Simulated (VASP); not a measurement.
SrAlO4:

```
Sr Al O
1.0
     4.93845    0.00000    0.00000
     0.00000    2.67906    0.00000
    -0.00596    0.00000    5.55918
Sr Al O
1 1 4
Direct
  0.00000 0.00000 0.00000
  0.50000 0.50000 0.50000
  0.30303 0.50000 0.13377
  0.69697 0.50000 0.86623
  0.82229 0.00000 0.34793
  0.17771 0.00000 0.65207
```

The cell was generated, and may not be a known phase.

| Item | Value |
| --- | --- |
| Program | VASP 6.6.1 |
| Task | relaxation of cell and atoms |
| Functional | PBE |
| Potentials or basis | VASP PAW PBE potentials, release 64 (Sr_sv, Al, O) |
| Cutoff | 600 eV |
| k mesh | 3 × 6 × 3 |
| Occupations | gaussian, width 0.2 eV |
| Spin | no spin polarisation |

At the start: pressure 15.9 GPa; volume 12.26 Å³/atom.

Q: Where does the relaxation end?

A: Over 27 steps the energy falls by 1542.6 meV/atom and the volume is 12.00 Å³/atom (-2.1 %); space group P2/m (No. 10, to 0.1 Å) before and after.

The path:
```tsv
step	energy change (eV)	largest force (eV/Å)	pressure (GPa)	volume (Å³)
1	0.0000	6.5499	15.95	73.55
2	-5.5590	2.6322	-13.34	86.97
3	-5.9316	1.6246	-16.54	92.45
4	-7.1035	2.8054	4.48	75.43
5	-7.2433	1.5837	-2.97	79.08
6	-7.5177	0.9560	-1.25	75.96
7	-7.6054	1.2632	2.27	72.95
8	-7.8161	1.9893	1.69	72.22
9	-8.1432	2.1820	4.57	69.85
10	-8.1377	2.7639	2.32	70.82
11	-8.1777	2.6250	3.09	70.38
12	-8.3091	1.7925	3.15	70.42
13	-8.3248	1.4309	3.44	70.43
14	-8.4608	1.1825	2.29	70.92
15	-8.7590	0.4917	-0.55	72.34
16	-8.9148	1.0179	-3.87	75.05
17	-8.9258	0.7870	-3.44	74.56
18	-9.0248	0.6992	-2.24	73.56
19	-9.0834	1.2731	-0.28	72.12
20	-9.1696	0.7539	1.02	71.32
21	-9.2043	0.5294	2.85	70.34
22	-9.2328	0.2760	0.79	71.14
23	-9.2349	0.3304	0.11	71.42
24	-9.2483	0.2230	-0.07	71.70
25	-9.2521	0.3202	-0.22	71.95
26	-9.2550	0.1832	-0.34	72.00
27	-9.2557	0.0577	-0.31	71.99
```

Final structure:
```
Sr Al O
1.0
     4.93139    0.00000   -0.14045
     0.00000    3.14654    0.00000
    -0.12416    0.00000    4.64279
Sr Al O
1 1 4
Cartesian
  0.0000 0.0000 0.0000
  2.4036 1.5733 2.2512
  1.9179 1.5733 0.3885
  2.8893 1.5733 4.1139
  3.5701 0.0000 2.0692
  1.2371 0.0000 2.4332
```

Caveat: the k points lie up to 0.45 Å⁻¹ apart in the final cell, too coarse for converged energies and pressures of a metal; a cell axis changed by over 15 % at a fixed basis, so the end point is rough; an odd number of electrons without spin polarisation forces a metal; a magnetic or distorted state may lie lower; the relaxation stopped at a loose force limit of 0.08 eV/Å, so its end isn't a converged minimum.
